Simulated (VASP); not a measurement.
# Rb3Ag (I4/mmm) in VASP: single point with PBE

Aim: the single point of Rb3Ag with PBE.

All numbers are computed with VASP 6.6.1; they aren't measurements. Logs are shortened: lines on timing, memory, paths and dates and some standing lists are left out, and cuts for length are marked.

## Step 1: The cell of the first run

It takes space group I4/mmm (No. 139, tetragonal). Conventional cell: a = 5.893 Å, b = 5.893 Å, c = 13.163 Å, α = 90.00°, β = 90.00°, γ = 90.00°. Rb (site symmetry 4/mmm) has 4 Ag at 4.17 Å and 8 Rb at 4.42 Å within 5.5 Å. Rb (site symmetry -4m2) has 8 Rb at 4.17 to 4.42 Å and 4 Ag at 4.42 Å within 5.5 Å. Within 5.5 Å of Ag (site symmetry 4/mmm) lie 12 Rb at 4.17 to 4.42 Å.

## Step 2: Single point, PBE

INCAR reads:

```
SYSTEM = Rb3Ag
ALGO = Normal
EDIFF = 1E-6
ENCUT = 520
GGA = PE
ISIF = 2
ISMEAR = 0
LASPH = .True.
LCHARG = .True.
LELF = .True.
LREAL = .False.
LVHAR = .True.
LWAVE = .False.
NBANDS = 27
NELM = 80
PREC = Accurate
SIGMA = 0.1
```

KPOINTS reads:

```
k-points
0
Gamma
  4 4 4
  0 0 0
```

POSCAR reads:

```
Rb3Ag
1.0
   -2.9463240440      2.9463240440      6.5813991633
    2.9463240440     -2.9463240440      6.5813991633
    2.9463240440      2.9463240440     -6.5813991633
Rb Ag
3 1
Direct
    0.5000000000      0.5000000000      0.0000000000
    0.2500000000      0.7500000000      0.5000000000
    0.7500000000      0.2500000000      0.5000000000
    0.0000000000      0.0000000000      0.0000000000
```

Potentials or basis: VASP PAW PBE potentials, release 64 (Rb_sv, Ag).

Launch:

```
cat potpaw_PBE.64/Rb_sv/POTCAR potpaw_PBE.64/Ag/POTCAR > POTCAR
mpirun -np 1 vasp_std > vasp.out
```

OUTCAR:

```text
SYSTEM = Rb3Ag
   EDIFF = 1E-6
   ENCUT = 520
   GGA = PE
   ISIF = 2
   ISMEAR = 0
   LASPH = .True.
   LREAL = .False.
   NELM = 80
   PREC = Accurate

 ion  position               nearest neighbor table
   1  0.500  0.500  0.000-   4 4.17   4 4.17   4 4.17   4 4.17   3 4.42   2 4.42   3 4.42   3 4.42
                             2 4.42   2 4.42   3 4.42   2 4.42
   2  0.250  0.750  0.500-   3 4.17   3 4.17   3 4.17   3 4.17   4 4.42   1 4.42   4 4.42   1 4.42
                             4 4.42   4 4.42   1 4.42   1 4.42
   3  0.750  0.250  0.500-   2 4.17   2 4.17   2 4.17   2 4.17   4 4.42   1 4.42   4 4.42   4 4.42
                             1 4.42   1 4.42   4 4.42   1 4.42
   4  0.000  0.000  0.000-   1 4.17   1 4.17   1 4.17   1 4.17   3 4.42   2 4.42   3 4.42   2 4.42
                             3 4.42   3 4.42   2 4.42   2 4.42

  LATTYP: Found a body centered tetragonal cell.
 ALAT       =     5.8926480880
 C/A-ratio  =     2.2337662338

  Lattice vectors:

 A1 = (  -2.9463240440,   2.9463240440,   6.5813991633)
 A2 = (   2.9463240440,  -2.9463240440,   6.5813991633)
 A3 = (   2.9463240440,   2.9463240440,  -6.5813991633)

Analysis of symmetry for initial positions (statically):
=====================================================================
 Subroutine PRICEL returns:
 Original cell was already a primitive cell.

 Routine SETGRP: Setting up the symmetry group for a
 body centered tetragonal supercell.

 Subroutine GETGRP returns: Found 16 space group operations
 (whereof 16 operations were pure point group operations)
 out of a pool of 16 trial point group operations.

The static configuration has the point symmetry D_4h.

Analysis of symmetry for dynamics (positions and initial velocities):
=====================================================================
 Subroutine PRICEL returns:
 Original cell was already a primitive cell.

 Routine SETGRP: Setting up the symmetry group for a
 body centered tetragonal supercell.

 Subroutine GETGRP returns: Found 16 space group operations
 (whereof 16 operations were pure point group operations)
 out of a pool of 16 trial point group operations.

The dynamic configuration has the point symmetry D_4h.

 Subroutine INISYM returns: Found 16 space group operations
 (whereof 16 operations are pure point group operations),
 and found     1 'primitive' translations

----------------------------------------------------------------------------------------

                                     Primitive cell

  volume of cell :     228.5279

  direct lattice vectors                    reciprocal lattice vectors
    -2.946324044  2.946324044  6.581399163     0.000000000  0.169702990  0.075971687
     2.946324044 -2.946324044  6.581399163     0.169702990  0.000000000  0.075971687
     2.946324044  2.946324044 -6.581399163     0.169702990  0.169702990  0.000000000

  length of vectors
     7.789509978  7.789509978  7.789509978     0.185932251  0.185932251  0.239996270

  position of ions in fractional coordinates (direct lattice)
     0.500000000  0.500000000  0.000000000
     0.250000000  0.750000000  0.500000000
     0.750000000  0.250000000  0.500000000
     0.000000000  0.000000000  0.000000000

  ion indices of the primitive-cell ions
   primitive index   ion index
                 1           1
                 2           2
                 3           3
                 4           4

----------------------------------------------------------------------------------------

 KPOINTS: k-points

Automatic generation of k-mesh.
 Grid dimensions read from file:
 generate k-points for:    4    4    4

 Generating k-lattice:

  Cartesian coordinates                     Fractional coordinates (reciprocal lattice)
     0.000000000  0.042425748  0.018992922     0.250000000 -0.000000000  0.000000000
     0.042425748  0.000000000  0.018992922    -0.000000000  0.250000000  0.000000000
     0.042425748  0.042425748  0.000000000     0.000000000  0.000000000  0.250000000

  Length of vectors
     0.046483063  0.046483063  0.059999068

  Shift w.r.t. Gamma in fractional coordinates (k-lattice)
     0.000000000  0.000000000  0.000000000

 Subroutine IBZKPT returns following result:
 ===========================================

 Found     13 irreducible k-points:

 Following reciprocal coordinates:
            Coordinates               Weight
  0.000000  0.000000  0.000000      1.000000
  0.250000  0.000000  0.000000      8.000000
  0.500000  0.000000  0.000000      4.000000
  0.250000  0.250000  0.000000      8.000000
  0.500000  0.250000  0.000000     16.000000
 -0.250000  0.250000  0.000000      4.000000
  0.500000  0.500000  0.000000      2.000000
  0.250000  0.250000  0.250000      2.000000
 -0.250000  0.250000  0.250000      4.000000
  0.500000  0.500000  0.250000      4.000000
 -0.250000  0.500000  0.250000      8.000000
 -0.250000 -0.250000  0.250000      2.000000
  0.500000  0.500000  0.500000      1.000000
   k-points           NKPTS =     13   k-points in BZ     NKDIM =     13   number of bands    NBANDS=     27
   number of dos      NEDOS =    301   number of ions     NIONS =      4
   total plane-waves  NPLWV = 216000
   dimension x,y,z NGX =    60 NGY =   60 NGZ =   60
   dimension x,y,z NGXF=   120 NGYF=  120 NGZF=  120
   ions per type =               3   1
   NGX,Y,Z   is equivalent  to a cutoff of  12.81, 12.81, 12.81 a.u.
   NGXF,Y,Z  is equivalent  to a cutoff of  25.61, 25.61, 25.61 a.u.
 SYSTEM =  Rb3Ag
   PREC   = accura    normal or accurate (medium, high low for compatibility)
   ISTART =      0    job   : 0-new  1-cont  2-samecut
   ICHARG =      2    charge: 1-file 2-atom 10-const
   ISPIN  =      1    spin polarized calculation?
   LNONCOLLINEAR =      F non collinear calculations
   LSORBIT =      F    spin-orbit coupling
   LASPH  =      T    aspherical Exc in radial PAW
   ENCUT  =  520.0 eV  38.22 Ry    6.18 a.u.  14.48 14.48 14.48*2*pi/ulx,y,z
   NELM   =     80;   NELMIN=  2; NELMDL= -5     # of ELM steps
   EDIFF  = 0.1E-05   stopping-criterion for ELM
   LREAL  =      F    real-space projection
   EDIFFG = 0.1E-04   stopping-criterion for IOM
   NSW    =      0    number of steps for IOM
   IBRION =     -1    ionic relax: 0-MD 1-quasi-New 2-CG
   NFREE  =      0    steps in history (QN), initial steepest desc. (CG)
   ISIF   =      2    stress and relaxation
   ISYM   =      2    0-nonsym 1-usesym 2-fastsym
   POTIM  = 0.5000    time-step for ionic-motion
   TEBEG  =    0.0;   TEEND  =   0.0 temperature during run
   PSTRESS=    0.0 pullay stress
   NELECT =      38.0000    total number of electrons
   NUPDOWN=      -1.0000    fix difference up-down
   EMIN   =  10.00;   EMAX   =-10.00  energy-range for DOS
   EFERMI =   0.00;   METHOD = LEGACY
   ISMEAR =     0;   SIGMA  =   0.10  broadening in eV -4-tet -1-fermi 0-gaus
   EFERMI_NEDOS =   21; number of points for ismear=-14 and -15
   IALGO  =     38    algorithm
   IMIX   =      4    mixing-type and parameters
     AMIX     =   0.40;   BMIX     =  1.00
     AMIX_MAG =   1.60;   BMIX_MAG =  1.00
  volume/ion in A,a.u.               =      57.13       385.55
  Fermi-wavevector in a.u.,A,eV,Ry     =   0.900236  1.701199 11.026495  0.810425
  Thomas-Fermi vector in A             =   2.023168
   LORBIT       =      0    0 simple, 1 ext, 2 COOP (PROOUT), +10 PAW based schemes
   GGA     = PE    functional components
   LHFCALC =     F    Hartree Fock is set to
   AEXX    =    0.0000 exact exchange contribution
   IVDW    =     0    specifies the selected vdW correction
   LEPSILON=     F    determine dielectric tensor
   LRPA    =     F    only Hartree local field effects (RPA)
 non-spin polarized calculation
 Gauss-broadening in eV      SIGMA  =   0.10
  energy-cutoff  :      520.00
  volume of cell :      228.53
 maximum number of plane-waves:      6209
 NGX is ok and might be reduce to    60
   NGX = 29   NGY = 29   NGZ = 29

 number of electron      38.0000002 magnetization

 Free energy of the ion-electron system (eV)
  ---------------------------------------------------
  ext. energy  EPLUGINS =         0.00000000
  ---------------------------------------------------
  free energy    TOTEN  =        -4.93764382 eV

  energy without entropy =       -4.93082387  energy(sigma->0) =       -4.93423385

 E-fermi :   1.0729     XC(G=0):  -6.6174

 val. band max:        1.0539326500   @ k =   0.5000   0.5000   0.0000
 cond. band min:       1.1350789302   @ k =   0.0000   0.0000   0.0000
 fundamental gap:      0.0811462802
 Fermi energy:         1.0728966078

 k-point     1 :       0.0000    0.0000    0.0000
  band No.  band energies     occupation
      1     -27.8386      2.00000
      2     -27.8049      2.00000
      3     -27.6964      2.00000
      4     -12.0663      2.00000
      5     -12.0663      2.00000
      6     -12.0255      2.00000
[... 19 lines left out ...]
     26       3.8186      0.00000
     27       3.9865      0.00000

 k-point     2 :       0.2500    0.0000    0.0000
  band No.  band energies     occupation
      1     -27.8334      2.00000
      2     -27.8097      2.00000
      3     -27.6966      2.00000
      4     -12.0539      2.00000
      5     -12.0314      2.00000
      6     -11.9844      2.00000
[... 19 lines left out ...]
     26       3.9660      0.00000
     27       4.0298      0.00000

 k-point     3 :       0.5000    0.0000    0.0000
  band No.  band energies     occupation
      1     -27.8215      2.00000
      2     -27.8212      2.00000
      3     -27.6969      2.00000
      4     -12.0023      2.00000
      5     -11.9515      2.00000
      6     -11.9508      2.00000
[... 264 lines left out ...]
      1     -27.8381      2.00000
      2     -27.8049      2.00000
      3     -27.6968      2.00000
      4     -12.0721      2.00000
      5     -12.0721      2.00000
      6     -11.9923      2.00000
[... 19 lines left out ...]
     26       3.7998      0.00000
     27       3.7998      0.00000

 k-point    13 :       0.5000    0.5000    0.5000
  band No.  band energies     occupation
      1     -27.8377      2.00000
      2     -27.8049      2.00000
      3     -27.6973      2.00000
      4     -12.0777      2.00000
      5     -12.0777      2.00000
      6     -11.9324      2.00000
[... 19 lines left out ...]
     26       3.7125      0.00000
     27       4.0487      0.00000

------------------------ aborting loop because EDIFF is reached ----------------------------------------

  FORCE on cell =-STRESS in cart. coord.  units (eV):
  Direction    XX          YY          ZZ          XY          YZ          ZX
  --------------------------------------------------------------------------------------
  -------------------------------------------------------------------------------------
  Total        0.1832606      0.1832606     -0.2213373      0.0000000     -0.0000000      0.0000000
  in kB        1.2848149      1.2848149     -1.5517647      0.0000000     -0.0000000      0.0000000
  external PRESSURE =       0.3392883 kB  Pullay stress =       0.0000000 kB

 VOLUME and BASIS-vectors are now :
 -----------------------------------------------------------------------------
  energy-cutoff  :      520.00
  volume of cell :      228.53
      direct lattice vectors                 reciprocal lattice vectors
    -2.946324044  2.946324044  6.581399163     0.000000000  0.169702990  0.075971687
     2.946324044 -2.946324044  6.581399163     0.169702990  0.000000000  0.075971687
     2.946324044  2.946324044 -6.581399163     0.169702990  0.169702990  0.000000000

 POSITION                                       TOTAL-FORCE (eV/Angst)
 -----------------------------------------------------------------------------------
      0.00000      0.00000      6.58140        -0.000000     -0.000000      0.000000
      2.94632      0.00000      3.29070         0.000000     -0.000000      0.000000
      0.00000      2.94632      3.29070         0.000000      0.000000     -0.000000
      0.00000      0.00000      0.00000        -0.000000     -0.000000      0.000000
 -----------------------------------------------------------------------------------
    total drift:                               -0.000000     -0.000000      0.000000

  FREE ENERGIE OF THE ION-ELECTRON SYSTEM (eV)
  ---------------------------------------------------
  free  energy   TOTEN  =        -4.9376438190 eV

  energy  without entropy=       -4.9308238729  energy(sigma->0) =       -4.93423385
```

It took 2 min on 1 thread of Intel Xeon Platinum 8259CL at 2.50GHz (Skylake/Cascade Lake), shared host; peak memory 0.49 GiB.

What came out:

```
Free energy            : -4.9376 eV
Pressure               : 0.0 GPa
Band gap on the k mesh : zero (band 19 reaches 1.29 eV, above the bottom of band 20 at 0.96 eV)
```

Caveat: the k points lie up to 0.38 Å⁻¹ apart.
